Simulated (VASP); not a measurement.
Pt: single point with r2SCAN

Crystal: Pt.

```
Pt
1.0
    -1.61372    1.61372    1.48462
     1.61372   -1.61372    1.48462
     1.61372    1.61372   -1.48462
Pt
1
Direct
  0.00000 0.00000 0.00000
```

This cell differs from its parent crystal: ratio of the length along z to the lengths across it x 0.92, volume and fractional coordinates fixed.

| Property | Result |
| --- | --- |
| Program | VASP 6.6.1 |
| Task | single point |
| Functional | r2SCAN |
| Potentials or basis | VASP PAW PBE potentials, release 64 (Pt) |
| Cutoff | 520 eV |
| k mesh | 30 × 30 × 30 |
| Occupations | gaussian, width 0.15 eV |
| Spin | no spin polarisation |
| Dipole correction | no |
| Further INCAR settings | ALGO = Normal; EDIFF = 1e-07; NBANDS = 11 |

```yaml
Pressure: 0.5 GPa
Band_gap_on_the_k_mesh: zero (bands 5 and 6 overlap by 2.40 eV)
```

Stress tensor (GPa, compression positive):
```
 3.19  0.00  0.00
 0.00  3.19  0.00
 0.00  0.00 -4.95
```

Levels at points of the mesh, in eV from the Fermi level:
| k point | band 2 | band 3 | band 4 | band 5 | band 6 | band 7 | band 8 | band 9 |
| --- | --- | --- | --- | --- | --- | --- | --- | --- |
| (0.00, 0.00, 0.00) | -4.23 | -3.46 | -3.46 | -1.76 | -0.77 | 17.48 | 17.48 | 19.36 |
| (0.50, 0.00, 0.00) | -5.53 | -1.36 | -0.37 | 0.55 | 1.10 | 7.07 | 13.75 | 16.08 |
| (0.50, 0.50, 0.00) | -4.69 | -2.03 | -1.13 | 0.01 | 0.97 | 6.26 | 14.75 | 18.26 |
| (0.50, 0.50, 0.50) | -6.57 | 0.45 | 0.45 | 0.74 | 7.25 | 7.25 | 10.01 | 13.48 |

It took 16 min on 1 thread of Oxide Virtual Turin-like Processor (shared host), peak memory 0.39 GiB.

Caveat: the stress differs along the axes, from -5 to 3 GPa; the PAW data sets were made with another functional, which shifts forces and pressure a little; spin-orbit coupling is left out, which moves the levels of the heavy elements.
